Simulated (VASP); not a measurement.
A run of VASP 6.6.1:

Contents of INCAR:

```
PREC = Accurate
ENCUT = 520
EDIFF = 1E-7
ISMEAR = 0
SIGMA = 0.05
LREAL = False
LASPH = True
NELM = 80
ALGO = Normal
ISIF = 2
LWAVE = False
LCHARG = False
GGA = PE
IVDW = 12
NBANDS = 17
```

Contents of KPOINTS:

```
regular mesh
0
Gamma
  12 12 12
```

The input POSCAR:

```
SnSe
1.0
    0.0000000000      2.9158752115      3.2074627327
    2.9158752115      0.0000000000      3.2074627327
    2.9158752115      2.9158752115      0.0000000000
Sn Se
1 1
Direct
    0.0000000000      0.0000000000      0.0000000000
    0.5000000000      0.5000000000      0.5000000000
```

Potentials or basis: VASP PAW PBE potentials, release 64 (Sn_d, Se).

The run is started by

```sh
$ cat potpaw_PBE.64/Sn_d/POTCAR potpaw_PBE.64/Se/POTCAR > POTCAR
$ mpirun -np 1 vasp_std > vasp.out
```

Hardware: 1 thread of Intel Xeon 8259CL, on a shared host.

Question: Estimate the wall time of this run.

Answer: It took 2.1 min on 1 thread of Intel Xeon 8259CL, on a shared host, peak memory 0.3 GiB. Counts: scf iterations 13, k points 163.
